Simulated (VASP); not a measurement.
# Al in VASP: further runs

Al is run at these levels: PBE+D3(BJ); tasks: single point, relaxation of the atoms.

All numbers are computed with VASP 6.6.1; they aren't measurements. Logs are shortened: lines on timing, memory, paths and dates and some standing lists are left out, and cuts for length are marked.

## Step 1: The cell of the first run

The cell holds a slab with vacuum, 12 atoms: a = 5.728 Å, b = 5.728 Å, c = 16.677 Å, α = 90.00°, β = 90.00°, γ = 60.00°.

## Step 2: Single point, PBE+D3(BJ)

INCAR

```
SYSTEM = Al
PREC = Accurate
ENCUT = 520
EDIFF = 1E-6
ISMEAR = -1
SIGMA = 0.1
LREAL = .FALSE.
LASPH = .TRUE.
NELM = 60
ALGO = Normal
ISIF = 2
LWAVE = .FALSE.
LCHARG = .TRUE.
GGA = PE
IVDW = 12
LELF = .TRUE.
LVHAR = .TRUE.
NBANDS = 30
```

KPOINTS

```
regular mesh
0
G
  3 3 1
  0 0 0
```

POSCAR

```
Al
1.0
    5.7275651202      0.0000002887      0.0000000000
    2.8637823101      4.9602170403      0.0000000000
    0.0000000000      0.0000000000     16.6765370000
Al
12
Direct
    0.1666666667      0.1666666667      0.0599645167
    0.6666666667      0.1666666667      0.0599645167
    0.1666666667      0.6666666667      0.0599645167
    0.6666666667      0.6666666667      0.0599645167
   -0.1666666667      0.3333333333      0.2001775667
    0.3333333333      0.3333333333      0.2001775667
   -0.1666666667      0.8333333333      0.2001775667
    0.3333333333      0.8333333333      0.2001775667
    0.0000000000      0.0000000000      0.3403906167
    0.5000000000      0.0000000000      0.3403906167
    0.0000000000      0.5000000000      0.3403906167
    0.5000000000      0.5000000000      0.3403906167
```

Potentials or basis: VASP PAW PBE potentials, release 64 (Al).

On the command line:

```console
> cat potpaw_PBE.64/Al/POTCAR > POTCAR
> mpirun -np 1 vasp_std > vasp.out
```

OUTCAR:

```text
SYSTEM = Al
   PREC = Accurate
   ENCUT = 520
   EDIFF = 1E-6
   ISMEAR = -1
   LREAL = .FALSE.
   LASPH = .TRUE.
   NELM = 60
   ISIF = 2
   GGA = PE
   IVDW = 12
 IVDW          = 12

 ion  position               nearest neighbor table
   1  0.167  0.167  0.060-   6 2.86   5 2.86   8 2.86   2 2.86   2 2.86   4 2.86   4 2.86   3 2.86
                             3 2.86
   2  0.667  0.167  0.060-   5 2.86   6 2.86   7 2.86   1 2.86   1 2.86   3 2.86   3 2.86   4 2.86
                             4 2.86
   3  0.167  0.667  0.060-   8 2.86   7 2.86   6 2.86   4 2.86   4 2.86   2 2.86   2 2.86   1 2.86
                             1 2.86
   4  0.667  0.667  0.060-   7 2.86   8 2.86   5 2.86   3 2.86   3 2.86   1 2.86   1 2.86   2 2.86
                             2 2.86
   5  0.833  0.333  0.200-   2 2.86  12 2.86   9 2.86   1 2.86  11 2.86   4 2.86   6 2.86   6 2.86
                             8 2.86   8 2.86   7 2.86   7 2.86
   6  0.333  0.333  0.200-   1 2.86  11 2.86  10 2.86   2 2.86  12 2.86   3 2.86   5 2.86   5 2.86
                             7 2.86   7 2.86   8 2.86   8 2.86
   7  0.833  0.833  0.200-   4 2.86  10 2.86  11 2.86   3 2.86   9 2.86   2 2.86   8 2.86   8 2.86
                             6 2.86   6 2.86   5 2.86   5 2.86
   8  0.333  0.833  0.200-   3 2.86   9 2.86  12 2.86   4 2.86  10 2.86   1 2.86   7 2.86   7 2.86
                             5 2.86   5 2.86   6 2.86   6 2.86
   9  0.000  0.000  0.340-   8 2.86   5 2.86   7 2.86  10 2.86  10 2.86  12 2.86  12 2.86  11 2.86
                            11 2.86
  10  0.500  0.000  0.340-   7 2.86   6 2.86   8 2.86   9 2.86   9 2.86  11 2.86  11 2.86  12 2.86
                            12 2.86
  11  0.000  0.500  0.340-   6 2.86   7 2.86   5 2.86  12 2.86  12 2.86  10 2.86  10 2.86   9 2.86
                             9 2.86
  12  0.500  0.500  0.340-   5 2.86   8 2.86   6 2.86  11 2.86  11 2.86   9 2.86   9 2.86  10 2.86
                            10 2.86

  LATTYP: Found a hexagonal cell.
 ALAT       =     5.7275651202
 C/A-ratio  =     2.9116276550

  Lattice vectors:

 A1 = (  -2.8637823101,  -4.9602170403,   0.0000000000)
 A2 = (   5.7275651202,   0.0000002887,   0.0000000000)
 A3 = (   0.0000000000,   0.0000000000,  16.6765370000)

Analysis of symmetry for initial positions (statically):
=====================================================================
 Subroutine PRICEL returns following result:

  LATTYP: Found a hexagonal cell.
 ALAT       =     2.8637825601
 C/A-ratio  =     5.8232553100

  Lattice vectors:

 A1 = (  -1.4318911551,  -2.4801085201,   0.0000000000)
 A2 = (   2.8637825601,   0.0000001444,   0.0000000000)
 A3 = (   0.0000000000,   0.0000000000,  16.6765370000)

   4 primitive cells build up your supercell.

 Routine SETGRP: Setting up the symmetry group for a
 hexagonal supercell.

 Subroutine GETGRP returns: Found 12 space group operations
 (whereof  6 operations were pure point group operations)
 out of a pool of 24 trial point group operations.

The static configuration has the point symmetry C_3v.
 The point group associated with its full space group is D_3d.

Analysis of symmetry for dynamics (positions and initial velocities):
=====================================================================
 Subroutine PRICEL returns following result:

  LATTYP: Found a hexagonal cell.
 ALAT       =     2.8637825601
 C/A-ratio  =     5.8232553100

  Lattice vectors:

 A1 = (  -1.4318911551,  -2.4801085201,   0.0000000000)
 A2 = (   2.8637825601,   0.0000001444,   0.0000000000)
 A3 = (   0.0000000000,   0.0000000000,  16.6765370000)

   4 primitive cells build up your supercell.

 Routine SETGRP: Setting up the symmetry group for a
 hexagonal supercell.

 Subroutine GETGRP returns: Found 12 space group operations
 (whereof  6 operations were pure point group operations)
 out of a pool of 24 trial point group operations.

The dynamic configuration has the point symmetry C_3v.
 The point group associated with its full space group is D_3d.

 Subroutine INISYM returns: Found 12 space group operations
 (whereof  6 operations are pure point group operations),
 and found     4 'primitive' translations

----------------------------------------------------------------------------------------

                                     Primitive cell

  volume of cell :     118.4450

  direct lattice vectors                    reciprocal lattice vectors
    -1.431891155 -2.480108520  0.000000000     0.000000020 -0.403208175  0.000000000
     2.863782560  0.000000144  0.000000000     0.349188532 -0.201604070  0.000000000
     0.000000000  0.000000000 16.676537000     0.000000000  0.000000000  0.059964488

  length of vectors
     2.863782560  2.863782560 16.676537000     0.403208175  0.403208175  0.059964488

  position of ions in fractional coordinates (direct lattice)
     0.666666667  0.333333333  0.059964517
     0.333333333  0.666666667  0.200177567
     0.000000000  0.000000000  0.340390617

  ion indices of the primitive-cell ions
   primitive index   ion index
                 1           1
                 2           6
                 3           9

----------------------------------------------------------------------------------------

 KPOINTS: regular mesh

Automatic generation of k-mesh.
 Grid dimensions read from file:
 generate k-points for:    3    3    1

 Generating k-lattice:

  Cartesian coordinates                     Fractional coordinates (reciprocal lattice)
     0.058198089 -0.033600678  0.000000000     0.333333333  0.000000000  0.000000000
    -0.000000003  0.067201362  0.000000000     0.000000000  0.333333333  0.000000000
     0.000000000  0.000000000  0.059964488     0.000000000  0.000000000  1.000000000

  Length of vectors
     0.067201362  0.067201362  0.059964488

  Shift w.r.t. Gamma in fractional coordinates (k-lattice)
     0.000000000  0.000000000  0.000000000

 Subroutine IBZKPT returns following result:
 ===========================================

 Found      3 irreducible k-points:

 Following reciprocal coordinates:
            Coordinates               Weight
  0.000000  0.000000  0.000000      1.000000
  0.333333  0.000000  0.000000      6.000000
 -0.333333  0.333333  0.000000      2.000000
   k-points           NKPTS =      3   k-points in BZ     NKDIM =      3   number of bands    NBANDS=     30
   number of dos      NEDOS =    301   number of ions     NIONS =     12
   total plane-waves  NPLWV = 290304
   dimension x,y,z NGX =    48 NGY =   48 NGZ =  126
   dimension x,y,z NGXF=    96 NGYF=   96 NGZF=  252
   ions per type =              12
   NGX,Y,Z   is equivalent  to a cutoff of  13.93, 13.93, 12.56 a.u.
   NGXF,Y,Z  is equivalent  to a cutoff of  27.86, 27.86, 25.12 a.u.
 SYSTEM =  Al
   PREC   = accura    normal or accurate (medium, high low for compatibility)
   ISTART =      0    job   : 0-new  1-cont  2-samecut
   ICHARG =      2    charge: 1-file 2-atom 10-const
   ISPIN  =      1    spin polarized calculation?
   LNONCOLLINEAR =      F non collinear calculations
   LSORBIT =      F    spin-orbit coupling
   LASPH  =      T    aspherical Exc in radial PAW
   ENCUT  =  520.0 eV  38.22 Ry    6.18 a.u.  10.65 10.65 31.01*2*pi/ulx,y,z
   NELM   =     60;   NELMIN=  2; NELMDL= -5     # of ELM steps
   EDIFF  = 0.1E-05   stopping-criterion for ELM
   LREAL  =      F    real-space projection
   EDIFFG = 0.1E-04   stopping-criterion for IOM
   NSW    =      0    number of steps for IOM
   IBRION =     -1    ionic relax: 0-MD 1-quasi-New 2-CG
   NFREE  =      0    steps in history (QN), initial steepest desc. (CG)
   ISIF   =      2    stress and relaxation
   ISYM   =      2    0-nonsym 1-usesym 2-fastsym
   POTIM  = 0.5000    time-step for ionic-motion
   TEBEG  =    0.0;   TEEND  =   0.0 temperature during run
   PSTRESS=    0.0 pullay stress
   NELECT =      36.0000    total number of electrons
   NUPDOWN=      -1.0000    fix difference up-down
   EMIN   =  10.00;   EMAX   =-10.00  energy-range for DOS
   EFERMI =   0.00;   METHOD = LEGACY
   ISMEAR =    -1;   SIGMA  =   0.10  broadening in eV -4-tet -1-fermi 0-gaus
   EFERMI_NEDOS =   21; number of points for ismear=-14 and -15
   IALGO  =     38    algorithm
   IMIX   =      4    mixing-type and parameters
     AMIX     =   0.40;   BMIX     =  1.00
     AMIX_MAG =   1.60;   BMIX_MAG =  1.00
  volume/ion in A,a.u.               =      39.48       266.44
  Fermi-wavevector in a.u.,A,eV,Ry     =   0.693399  1.310335  6.541719  0.480803
  Thomas-Fermi vector in A             =   1.775602
   LORBIT       =      0    0 simple, 1 ext, 2 COOP (PROOUT), +10 PAW based schemes
   GGA     = PE    functional components
   LHFCALC =     F    Hartree Fock is set to
   AEXX    =    0.0000 exact exchange contribution
   IVDW    =    12    specifies the selected vdW correction
   LEPSILON=     F    determine dielectric tensor
   LRPA    =     F    only Hartree local field effects (RPA)
 non-spin polarized calculation
  energy-cutoff  :      520.00
  volume of cell :      473.78
 maximum number of plane-waves:     12795
 NGX is ok and might be reduce to    42
   NGX = 21   NGY = 21   NGZ = 63

 number of electron      36.0000000 magnetization

 Free energy of the ion-electron system (eV)
  ---------------------------------------------------
  ext. energy  EPLUGINS =         0.00000000
  ---------------------------------------------------
  free energy    TOTEN  =       -42.43024711 eV

  energy without entropy =      -42.13281582  energy(sigma->0) =      -42.28153147

 E-fermi :   0.8734     XC(G=0):  -5.3268

 val. band max:        0.7650133309   @ k =   0.3333   0.0000   0.0000
 cond. band min:       0.8884916081   @ k =   0.0000   0.0000   0.0000
 fundamental gap:      0.1234782771
 Fermi energy:         0.8733796033

 k-point     1 :       0.0000    0.0000    0.0000
  band No.  band energies     occupation
      1      -9.4162      2.00000
      2      -7.6766      2.00000
      3      -5.0864      2.00000
      4      -3.5742      2.00000
      5      -3.5742      2.00000
      6      -3.5742      2.00000
[... 22 lines left out ...]
     29       3.7107      0.00000
     30       4.1410      0.00000

 k-point     2 :       0.3333    0.0000    0.0000
  band No.  band energies     occupation
      1      -8.7511      2.00000
      2      -7.0166      2.00000
      3      -6.7747      2.00000
      4      -5.0570      2.00000
      5      -4.8267      2.00000
      6      -4.8267      2.00000
[... 22 lines left out ...]
     29       4.5644      0.00000
     30       4.5644      0.00000

 k-point     3 :      -0.3333    0.3333    0.0000
  band No.  band energies     occupation
      1      -7.4303      2.00000
      2      -7.4303      2.00000
      3      -7.4303      2.00000
      4      -5.7066      2.00000
      5      -5.7066      2.00000
      6      -5.7066      2.00000
[... 22 lines left out ...]
     29       4.4189      0.00000
     30       4.4189      0.00000

------------------------ aborting loop because EDIFF is reached ----------------------------------------

 Edisp (eV)   -2.73141

 E8    (eV) :    -1.2727

  FORCE on cell =-STRESS in cart. coord.  units (eV):
  Direction    XX          YY          ZZ          XY          YZ          ZX
  --------------------------------------------------------------------------------------
  -------------------------------------------------------------------------------------
  Total      -8.04596    -8.04596    -0.15703    -0.00000     0.00000    -0.00000
  in kB     -27.20896   -27.20896    -0.53101    -0.00000     0.00000    -0.00000
  external pressure =      -18.32 kB  Pullay stress =        0.00 kB

 VOLUME and BASIS-vectors are now :
 -----------------------------------------------------------------------------
  energy-cutoff  :      520.00
  volume of cell :      473.78
      direct lattice vectors                 reciprocal lattice vectors
     5.727565120  0.000000289  0.000000000     0.174594266 -0.100802035  0.000000000
     2.863782310  4.960217040  0.000000000    -0.000000010  0.201604087  0.000000000
     0.000000000  0.000000000 16.676537000     0.000000000  0.000000000  0.059964488

 POSITION                                       TOTAL-FORCE (eV/Angst)
 -----------------------------------------------------------------------------------
      1.43189      0.82670      1.00000         0.000000     -0.000000      0.004499
      4.29567      0.82670      1.00000         0.000000     -0.000000      0.004499
      2.86378      3.30681      1.00000         0.000000      0.000000      0.004499
      5.72756      3.30681      1.00000         0.000000      0.000000      0.004499
      5.72757      1.65341      3.33827         0.000000      0.000000     -0.000000
      2.86378      1.65341      3.33827         0.000000     -0.000000     -0.000000
      7.15946      4.13351      3.33827        -0.000000      0.000000     -0.000000
      4.29567      4.13351      3.33827        -0.000000     -0.000000     -0.000000
      0.00000      0.00000      5.67654        -0.000000      0.000000     -0.004499
      2.86378      0.00000      5.67654        -0.000000     -0.000000     -0.004499
      1.43189      2.48011      5.67654        -0.000000     -0.000000     -0.004499
      4.29567      2.48011      5.67654        -0.000000     -0.000000     -0.004499
 -----------------------------------------------------------------------------------
    total drift:                                0.000000      0.000000     -0.000019

  FREE ENERGIE OF THE ION-ELECTRON SYSTEM (eV)
  ---------------------------------------------------
  free  energy   TOTEN  =       -45.1616604953 eV

  energy  without entropy=      -44.8642292071  energy(sigma->0) =      -45.01294485
```

It took 3.2 min on 1 thread of Intel Xeon 8259CL, shared host; peak memory 0.58 GiB.

What came out:

```
Free energy                : -45.1617 eV
Largest force              : 0.004 eV/Å
Band gap on the k mesh     : zero (bands 18 and 19 overlap by 0.09 eV)
Dispersion energy per atom : -0.228 eV
```

Forces on the atoms (eV/Å):
```
Al   0.000  0.000  0.004
Al   0.000  0.000  0.004
Al   0.000  0.000  0.004
Al   0.000  0.000  0.004
Al   0.000  0.000  0.000
Al   0.000  0.000  0.000
Al   0.000  0.000  0.000
Al   0.000  0.000  0.000
Al   0.000  0.000 -0.004
Al   0.000  0.000 -0.004
Al   0.000  0.000 -0.004
Al   0.000  0.000 -0.004
```

Caveat: the k points lie up to 0.42 Å⁻¹ apart; there is no dipole correction, which matters where the two faces differ.

## Step 3: Single point, PBE+D3(BJ)

INCAR

```
PREC = Accurate ; ENCUT = 520
EDIFF = 1E-7 ; ISMEAR = -1
SIGMA = 0.1 ; LREAL = F
LASPH = T ; NELM = 100
ALGO = Normal ; ISIF = 2
LWAVE = F ; LCHARG = T
GGA = PE ; IVDW = 12
LELF = T ; LVHAR = T
NBANDS = 30
```

KPOINTS

```
regular mesh
0
Gamma
  3 3 1
```

POSCAR

```
Al
1.0
    5.7275650000      0.0000000000      0.0000000000
    2.8637820000      4.9602170000      0.0000000000
    0.0000000000      0.0000000000     16.6765370000
Al
12
Direct
    0.1666684945      0.1666660955      0.0599644878
    0.6666715499      0.1666660955      0.0599644878
    0.1666709227      0.6666643818      0.0599644878
    0.6666739781      0.6666643818      0.0599644878
   -0.1436520212      0.2992812613      0.1953643014
    0.3646916513      0.3109541377      0.1972351934
   -0.1493685697      0.8002069264      0.2029198268
    0.3324832071      0.8461121761      0.1990161387
    0.0020205766     -0.0054029894      0.3406102838
    0.5181262900     -0.0336275611      0.3386254592
    0.0042862292      0.5158040465      0.3429608917
    0.4912474939      0.5074576374      0.3350695651
```

Potentials or basis: VASP PAW PBE potentials, release 64 (Al).

On the command line:

```console
> cat potpaw_PBE.64/Al/POTCAR > POTCAR
> mpirun -np 1 vasp_std > vasp.out
```

Run time: 4.9 min. Hardware: 1 thread of Intel Xeon 8259CL, shared host; peak memory 0.6 GiB.

It converged, with:

```yaml
Free_energy: -44.9450 eV
Largest_force: 0.674 eV/Å
Band_gap_on_the_k_mesh: zero (bands 18 and 19 overlap by 0.04 eV)
Dispersion_energy_per_atom: -0.228 eV
```

Forces on the atoms (eV/Å):
```
Al   0.059  0.013 -0.195
Al   0.047 -0.096 -0.176
Al  -0.009 -0.028 -0.024
Al   0.027 -0.041 -0.024
Al  -0.131  0.555  0.323
Al  -0.165  0.347  0.222
Al   0.106  0.017 -0.128
Al  -0.003 -0.671  0.064
Al   0.076  0.308 -0.051
Al  -0.017  0.630  0.084
Al  -0.112 -0.647 -0.129
Al   0.122 -0.387  0.034
```

Levels at points of the mesh, in eV from the Fermi level:
```
           k point  band 15  band 16  band 17  band 18  band 19  band 20  band 21  band 22
(0.00, 0.00, 0.00)    -2.44    -2.30    -0.28    -0.21    -0.12    -0.05     0.04     0.15
```

Caveat: the k points lie up to 0.42 Å⁻¹ apart; there is no dipole correction, which matters where the two faces differ.

## Step 4: Relaxation of the atoms, PBE+D3(BJ)

INCAR

```
SYSTEM = Al
PREC = Accurate ; ENCUT = 520
EDIFF = 1E-6 ; ISMEAR = -1
SIGMA = 0.1 ; LREAL = .FALSE.
LASPH = .TRUE. ; NELM = 100
ALGO = Normal ; ISIF = 2
LWAVE = .FALSE. ; LCHARG = .FALSE.
GGA = PE ; IVDW = 12
IBRION = 2 ; NSW = 45
EDIFFG = -0.08
```

KPOINTS

```
regular mesh
0
G
  3 3 1
  0 0 0
```

POSCAR

```
Al
1.0
    5.7275650000      0.0000000000      0.0000000000
    2.8637820000      4.9602170000      0.0000000000
    0.0000000000      0.0000000000     16.6765370000
Al
12
Selective dynamics
Direct
    0.1666667000      0.1666667000      0.0599645000  F F F
    0.6666667000      0.1666667000      0.0599645000  F F F
    0.1666667000      0.6666667000      0.0599645000  F F F
    0.6666667000      0.6666667000      0.0599645000  F F F
   -0.1666667000      0.3333333000      0.2001776000  T T T
    0.3333333000      0.3333333000      0.2001776000  T T T
   -0.1666667000      0.8333333000      0.2001776000  T T T
    0.3333333000      0.8333333000      0.2001776000  T T T
    0.0000000000      0.0000000000      0.3403906000  T T T
    0.5000000000      0.0000000000      0.3403906000  T T T
    0.0000000000      0.5000000000      0.3403906000  T T T
    0.5000000000      0.5000000000      0.3403906000  T T T
```

On the command line:

```console
> cat potpaw_PBE.64/Al/POTCAR > POTCAR
> mpirun -np 1 vasp_std > vasp.out
```

Wall time 2.7 min (1 thread of Intel Xeon 8259CL, shared host); peak memory 0.56 GiB.

The run converged. Its results:

| Item | Value |
| --- | --- |
| Free energy | -45.1617 eV |
| Band gap on the k mesh | zero (bands 18 and 19 overlap by 0.09 eV) |
| Dispersion energy per atom | -0.228 eV |

Final structure:
```
CELL_PARAMETERS angstrom
5.72757 0.00000 0.00000
2.86378 4.96022 0.00000
0.00000 0.00000 16.67654
ATOMIC_POSITIONS crystal
Al 0.16667 0.16667 0.05996
Al 0.66667 0.16667 0.05996
Al 0.16667 0.66667 0.05996
Al 0.66667 0.66667 0.05996
Al 0.83333 0.33333 0.20018
Al 0.33333 0.33333 0.20018
Al 0.83333 0.83333 0.20018
Al 0.33333 0.83333 0.20018
Al 0.00000 0.00000 0.34039
Al 0.50000 0.00000 0.34039
Al 0.00000 0.50000 0.34039
Al 0.50000 0.50000 0.34039
```

Levels at points of the mesh, in eV from the Fermi level:
```csv
k point,band 15,band 16,band 17,band 18,band 19,band 20,band 21,band 22
"(0.00, 0.00, 0.00)",-2.46,-2.46,-0.20,-0.20,-0.20,0.02,0.02,0.02
```

Caveat: the k points lie up to 0.42 Å⁻¹ apart; the relaxation stopped at its first step, so nothing moved; there is no dipole correction, which matters where the two faces differ.

## Step 5: Summary

```tsv
task	cell	atoms held fixed (from 0)	gap on the mesh (eV)
single point	as given, atomic positions A	-	none
single point	as given, atomic positions B	-	none
relaxation of the atoms	atoms relaxed, atomic positions A	[0, 1, 2, 3]	none
```

Alike in all rows: level PBE+D3(BJ); potentials or basis VASP PAW PBE potentials, release 64 (Al); no spin polarisation; k mesh 3 × 3 × 1; cutoff (eV) 520; smearing fermi-dirac 0.1 eV.

Caveats: all runs use coarse meshes; there is no dipole correction, which matters where the two faces differ; the relaxation stopped at its first step, so nothing moved (at least some runs).

Total energies depend on the potentials used, so only differences within one code and one set of settings carry meaning.

The gap in the log of VASP goes by the Fermi energy; the results here count the filled bands.